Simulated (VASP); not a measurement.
# Mo (Im-3m) in VASP: notebook

Mo is run at these levels: PBEsol; tasks: single point, relaxation of cell and atoms.

Everything below comes from runs of VASP 6.6.1. Logs are shortened: lines on timing, memory, paths and dates and some standing lists are left out, and cuts for length are marked.

## 1. The cell of the first run

The structure is cubic, space group Im-3m (No. 229). The conventional cell has a = 3.130 Å, b = 3.130 Å, c = 3.130 Å, α = 90.00°, β = 90.00°, γ = 90.00°. Within 3.6 Å of Mo (site symmetry m-3m) lie 14 Mo at 2.71 to 3.13 Å.

## 2. Single point, PBEsol

INCAR reads:

```
ALGO = Normal ; EDIFF = 1E-6
ENCUT = 520 ; GGA = PS
ISIF = 2 ; ISMEAR = -1
LASPH = True ; LCHARG = True
LELF = True ; LREAL = False
LVHAR = True ; LWAVE = False
NBANDS = 13 ; NELM = 60
PREC = Accurate ; SIGMA = 0.15
```

KPOINTS reads:

```
k-points
0
Gamma
  16 16 16
```

POSCAR reads:

```
Mo
1.0
   -1.5649018788      1.5649018788      1.5649018788
    1.5649018788     -1.5649018788      1.5649018788
    1.5649018788      1.5649018788     -1.5649018788
Mo
1
Direct
    0.0000000000      0.0000000000      0.0000000000
```

Potentials or basis: VASP PAW PBE potentials, release 64 (Mo_sv).

The run is started by

```sh
$ cat potpaw_PBE.64/Mo_sv/POTCAR > POTCAR
$ mpirun -np 1 vasp_std > vasp.out
```

OUTCAR:

```text
EDIFF = 1E-6
   ENCUT = 520
   GGA = PS
   ISIF = 2
   ISMEAR = -1
   LASPH = True
   LREAL = False
   NELM = 60
   PREC = Accurate

 ion  position               nearest neighbor table
   1  0.000  0.000  0.000-

  LATTYP: Found a body centered cubic cell.
 ALAT       =     3.1298037576

  Lattice vectors:

 A1 = (  -1.5649018788,   1.5649018788,   1.5649018788)
 A2 = (   1.5649018788,  -1.5649018788,   1.5649018788)
 A3 = (   1.5649018788,   1.5649018788,  -1.5649018788)

Analysis of symmetry for initial positions (statically):
=====================================================================
 Subroutine PRICEL returns:
 Original cell was already a primitive cell.

 Routine SETGRP: Setting up the symmetry group for a
 body centered cubic supercell.

 Subroutine GETGRP returns: Found 48 space group operations
 (whereof 48 operations were pure point group operations)
 out of a pool of 48 trial point group operations.

The static configuration has the point symmetry O_h .

Analysis of symmetry for dynamics (positions and initial velocities):
=====================================================================
 Subroutine PRICEL returns:
 Original cell was already a primitive cell.

 Routine SETGRP: Setting up the symmetry group for a
 body centered cubic supercell.

 Subroutine GETGRP returns: Found 48 space group operations
 (whereof 48 operations were pure point group operations)
 out of a pool of 48 trial point group operations.

The dynamic configuration has the point symmetry O_h .

 Subroutine INISYM returns: Found 48 space group operations
 (whereof 48 operations are pure point group operations),
 and found     1 'primitive' translations

----------------------------------------------------------------------------------------

                                     Primitive cell

  volume of cell :      15.3293

  direct lattice vectors                    reciprocal lattice vectors
    -1.564901879  1.564901879  1.564901879     0.000000000  0.319508850  0.319508850
     1.564901879 -1.564901879  1.564901879     0.319508850  0.000000000  0.319508850
     1.564901879  1.564901879 -1.564901879     0.319508850  0.319508850  0.000000000

  length of vectors
     2.710489563  2.710489563  2.710489563     0.451853749  0.451853749  0.451853749

  position of ions in fractional coordinates (direct lattice)
     0.000000000  0.000000000  0.000000000

  ion indices of the primitive-cell ions
   primitive index   ion index
                 1           1

----------------------------------------------------------------------------------------

 KPOINTS: k-points

Automatic generation of k-mesh.
 Grid dimensions read from file:
 generate k-points for:   16   16   16

 Generating k-lattice:

  Cartesian coordinates                     Fractional coordinates (reciprocal lattice)
     0.000000000  0.019969303  0.019969303     0.062500000  0.000000000  0.000000000
     0.019969303  0.000000000  0.019969303     0.000000000  0.062500000  0.000000000
     0.019969303  0.019969303  0.000000000     0.000000000  0.000000000  0.062500000

  Length of vectors
     0.028240859  0.028240859  0.028240859

  Shift w.r.t. Gamma in fractional coordinates (k-lattice)
     0.000000000  0.000000000  0.000000000

 Subroutine IBZKPT returns following result:
 ===========================================

 Found    145 irreducible k-points:

 Following reciprocal coordinates:
            Coordinates               Weight
  0.000000  0.000000  0.000000      1.000000
  0.062500  0.000000  0.000000     12.000000
  0.125000  0.000000  0.000000     12.000000
  0.187500  0.000000  0.000000     12.000000
  0.250000  0.000000  0.000000     12.000000
  0.312500  0.000000  0.000000     12.000000
[... 16 lines left out ...]
  0.187500  0.187500  0.000000     24.000000
  0.250000  0.187500  0.000000     48.000000
 [... further k-points ...]
   k-points           NKPTS =    145   k-points in BZ     NKDIM =    145   number of bands    NBANDS=     13
   number of dos      NEDOS =    301   number of ions     NIONS =      1
   total plane-waves  NPLWV =   8000
   dimension x,y,z NGX =    20 NGY =   20 NGZ =   20
   dimension x,y,z NGXF=    40 NGYF=   40 NGZF=   40
   ions per type =               1
   NGX,Y,Z   is equivalent  to a cutoff of  12.27, 12.27, 12.27 a.u.
   NGXF,Y,Z  is equivalent  to a cutoff of  24.53, 24.53, 24.53 a.u.
 SYSTEM =  unknown system
   PREC   = accura    normal or accurate (medium, high low for compatibility)
   ISTART =      0    job   : 0-new  1-cont  2-samecut
   ICHARG =      2    charge: 1-file 2-atom 10-const
   ISPIN  =      1    spin polarized calculation?
   LNONCOLLINEAR =      F non collinear calculations
   LSORBIT =      F    spin-orbit coupling
   LASPH  =      T    aspherical Exc in radial PAW
   ENCUT  =  520.0 eV  38.22 Ry    6.18 a.u.   5.04  5.04  5.04*2*pi/ulx,y,z
   NELM   =     60;   NELMIN=  2; NELMDL= -5     # of ELM steps
   EDIFF  = 0.1E-05   stopping-criterion for ELM
   LREAL  =      F    real-space projection
[... 7 lines left out ...]
   TEBEG  =    0.0;   TEEND  =   0.0 temperature during run
   PSTRESS=    0.0 pullay stress
   NELECT =      14.0000    total number of electrons
   NUPDOWN=      -1.0000    fix difference up-down
   EMIN   =  10.00;   EMAX   =-10.00  energy-range for DOS
   EFERMI =   0.00;   METHOD = LEGACY
   ISMEAR =    -1;   SIGMA  =   0.15  broadening in eV -4-tet -1-fermi 0-gaus
   EFERMI_NEDOS =   21; number of points for ismear=-14 and -15
   IALGO  =     38    algorithm
   IMIX   =      4    mixing-type and parameters
     AMIX     =   0.40;   BMIX     =  1.00
     AMIX_MAG =   1.60;   BMIX_MAG =  1.00
  volume/ion in A,a.u.               =      15.33       103.45
  Fermi-wavevector in a.u.,A,eV,Ry     =   1.588341  3.001529 34.325145  2.522827
  Thomas-Fermi vector in A             =   2.687359
   LORBIT       =      0    0 simple, 1 ext, 2 COOP (PROOUT), +10 PAW based schemes
   GGA     = PS    functional components
   LHFCALC =     F    Hartree Fock is set to
   AEXX    =    0.0000 exact exchange contribution
   IVDW    =     0    specifies the selected vdW correction
   LEPSILON=     F    determine dielectric tensor
   LRPA    =     F    only Hartree local field effects (RPA)
 non-spin polarized calculation
  energy-cutoff  :      520.00
  volume of cell :       15.33
 maximum number of plane-waves:       427
   NGX =  9   NGY =  9   NGZ =  9

 number of electron      13.9999998 magnetization

 Free energy of the ion-electron system (eV)
  ---------------------------------------------------
  ext. energy  EPLUGINS =         0.00000000
  ---------------------------------------------------
  free energy    TOTEN  =       -11.80411048 eV

  energy without entropy =      -11.75859871  energy(sigma->0) =      -11.78135459

 E-fermi :  12.7618     XC(G=0): -13.6383

 val. band max:       12.7270242290   @ k =  -0.1875   0.1875   0.1875
 cond. band min:      12.7703217303   @ k =  -0.1875   0.1875   0.0625
 fundamental gap:      0.0432975013
 Fermi energy:        12.7618346083

 k-point     1 :       0.0000    0.0000    0.0000
  band No.  band energies     occupation
      1     -48.4071      2.00000
      2     -21.6480      2.00000
      3     -21.6480      2.00000
      4     -21.6480      2.00000
      5       5.4324      2.00000
      6      11.3811      1.99980
      7      11.3811      1.99980
      8      11.3811      1.99980
      9      14.4688      0.00002
     10      14.4688      0.00002
     11      27.6175      0.00000
     12      27.6175      0.00000
     13      27.6175      0.00000

 k-point     2 :       0.0625    0.0000    0.0000
  band No.  band energies     occupation
      1     -48.3964      2.00000
      2     -21.7094      2.00000
      3     -21.6668      2.00000
      4     -21.6485      2.00000
      5       5.6099      2.00000
      6      11.2797      1.99990
      7      11.3640      1.99982
      8      11.5483      1.99939
      9      14.3182      0.00006
     10      14.4711      0.00002
     11      27.7532      0.00000
     12      27.9173      0.00000
     13      27.9798      0.00000

 k-point     3 :       0.1250    0.0000    0.0000
  band No.  band energies     occupation
      1     -48.3657      2.00000
      2     -21.8822      2.00000
      3     -21.7201      2.00000
      4     -21.6499      2.00000
      5       6.1079      2.00000
      6      11.0038      1.99998
      7      11.2857      1.99989
      8      12.0414      1.98372
      9      14.0173      0.00046
     10      14.4868      0.00002
     11      28.0564      0.00000
     12      28.7848      0.00000
     13      28.8376      0.00000

 k-point     4 :       0.1875    0.0000    0.0000
  band No.  band energies     occupation
      1     -48.3195      2.00000
      2     -22.1351      2.00000
      3     -21.7990      2.00000
      4     -21.6521      2.00000
      5       6.8035      2.00000
      6      10.6217      2.00000
      7      11.1447      1.99996
      8      12.8335      0.76541
      9      13.8494      0.00142
     10      14.5358      0.00001
     11      28.1686      0.00000
     12      29.5182      0.00000
     13      30.1395      0.00000

 k-point     5 :       0.2500    0.0000    0.0000
  band No.  band energies     occupation
      1     -48.2645      2.00000
      2     -22.4255      2.00000
      3     -21.8908      2.00000
      4     -21.6546      2.00000
      5       7.4265      2.00000
      6      10.2096      2.00000
      7      11.1794      1.99995
      8      13.8754      0.00119
      9      13.9319      0.00082
     10      14.6350      0.00001
     11      27.6597      0.00000
     12      29.1945      0.00000
     13      31.8794      0.00000

 k-point     6 :       0.3125    0.0000    0.0000
  band No.  band energies     occupation
      1     -48.2089      2.00000
      2     -22.7081      2.00000
      3     -21.9812      2.00000
      4     -21.6573      2.00000
      5       7.6529      2.00000
      6       9.8315      2.00000
      7      11.7621      1.99745
      8      14.1816      0.00016
      9      14.7843      0.00000
     10      15.0835      0.00000
     11      26.6814      0.00000
     12      27.9437      0.00000
     13      33.8890      0.00000

 k-point     7 :       0.3750    0.0000    0.0000
  band No.  band energies     occupation
      1     -48.1614      2.00000
      2     -22.9420      2.00000
      3     -22.0568      2.00000
      4     -21.6596      2.00000
      5       7.5444      2.00000
      6       9.5330      2.00000
      7      12.8020      0.86677
      8      14.4628      0.00002
      9      14.9579      0.00000
     10      16.3125      0.00000
     11      25.6962      0.00000
     12      26.4415      0.00000
     13      32.5780      0.00000
[... 193 lines left out ...]
 k-point    20 :       0.3125    0.1250    0.0000
  band No.  band energies     occupation
      1     -48.1479      2.00000
      2     -22.9104      2.00000
      3     -22.1135      2.00000
      4     -21.7363      2.00000
      5       8.0172      2.00000
      6       9.6363      2.00000
      7      11.8195      1.99627
      8      14.1569      0.00018
      9      15.2722      0.00000
     10      17.3648      0.00000
     11      25.8332      0.00000
     12      26.7754      0.00000
     13      30.9964      0.00000

 k-point    21 :       0.3750    0.1250    0.0000
  band No.  band energies     occupation
      1     -48.1183      2.00000
      2     -23.0338      2.00000
      3     -22.1789      2.00000
      4     -21.7396      2.00000
      5       7.8444      2.00000
      6       9.4805      2.00000
      7      12.5548      1.59801
      8      14.3501      0.00005
      9      15.5439      0.00000
     10      18.4835      0.00000
     11      24.7666      0.00000
     12      25.8365      0.00000
     13      29.9250      0.00000

 k-point    22 :       0.4375    0.1250    0.0000
  band No.  band energies     occupation
      1     -48.1079      2.00000
      2     -23.0768      2.00000
      3     -22.2019      2.00000
      4     -21.7407      2.00000
      5       7.7733      2.00000
      6       9.4280      2.00000
      7      12.8589      0.68730
      8      14.3639      0.00005
      9      15.7280      0.00000
     10      18.9494      0.00000
     11      24.2520      0.00000
     12      25.5435      0.00000
     13      29.5215      0.00000

 k-point    23 :       0.1875    0.1875    0.0000
  band No.  band energies     occupation
      1     -48.1962      2.00000
      2     -22.6754      2.00000
      3     -22.0102      2.00000
      4     -21.7584      2.00000
      5       8.3709      2.00000
      6      10.0155      2.00000
      7      10.5319      2.00000
      8      13.6548      0.00518
      9      15.1294      0.00000
     10      16.0588      0.00000
     11      27.3210      0.00000
     12      28.5815      0.00000
     13      31.7854      0.00000

 k-point    24 :       0.2500    0.1875    0.0000
  band No.  band energies     occupation
      1     -48.1523      2.00000
      2     -22.8258      2.00000
      3     -22.1357      2.00000
      4     -21.7785      2.00000
      5       8.5042      2.00000
      6       9.7787      2.00000
      7      10.9446      1.99999
      8      13.8912      0.00107
      9      15.2685      0.00000
     10      17.5553      0.00000
     11      26.1751      0.00000
     12      27.7033      0.00000
     13      30.6060      0.00000

 [... further k-points ...]

------------------------ aborting loop because EDIFF is reached ----------------------------------------

  FORCE on cell =-STRESS in cart. coord.  units (eV):
  Direction    XX          YY          ZZ          XY          YZ          ZX
  --------------------------------------------------------------------------------------
  -------------------------------------------------------------------------------------
  Total        0.0495758      0.0495758      0.0495758      0.0000000      0.0000000      0.0000000
  in kB        5.1815387      5.1815387      5.1815387      0.0000000      0.0000000      0.0000000
  external PRESSURE =       5.1815387 kB  Pullay stress =       0.0000000 kB

 VOLUME and BASIS-vectors are now :
 -----------------------------------------------------------------------------
  energy-cutoff  :      520.00
  volume of cell :       15.33
      direct lattice vectors                 reciprocal lattice vectors
    -1.564901879  1.564901879  1.564901879     0.000000000  0.319508850  0.319508850
     1.564901879 -1.564901879  1.564901879     0.319508850  0.000000000  0.319508850
     1.564901879  1.564901879 -1.564901879     0.319508850  0.319508850  0.000000000

 POSITION                                       TOTAL-FORCE (eV/Angst)
 -----------------------------------------------------------------------------------
      0.00000      0.00000      0.00000        -0.000000     -0.000000      0.000000
 -----------------------------------------------------------------------------------
    total drift:                                0.000000     -0.000000      0.000000

  FREE ENERGIE OF THE ION-ELECTRON SYSTEM (eV)
  ---------------------------------------------------
  free  energy   TOTEN  =       -11.8041104795 eV

  energy  without entropy=      -11.7585987077  energy(sigma->0) =      -11.78135459
```

Run time: 28 s. Hardware: 1 thread of Intel Xeon Platinum 8259CL at 2.50GHz (Skylake/Cascade Lake), shared host; peak memory 0.14 GiB.

Results:

```yaml
Free_energy: -11.8041 eV
Pressure: 0.5 GPa
Band_gap_on_the_k_mesh: zero (band 7 reaches 16.91 eV, above the bottom of band 8 at 11.38 eV)
```

Caveat: the PAW data sets were made with another functional, which shifts forces and pressure a little.

(Part 1 of 3 ends here.)
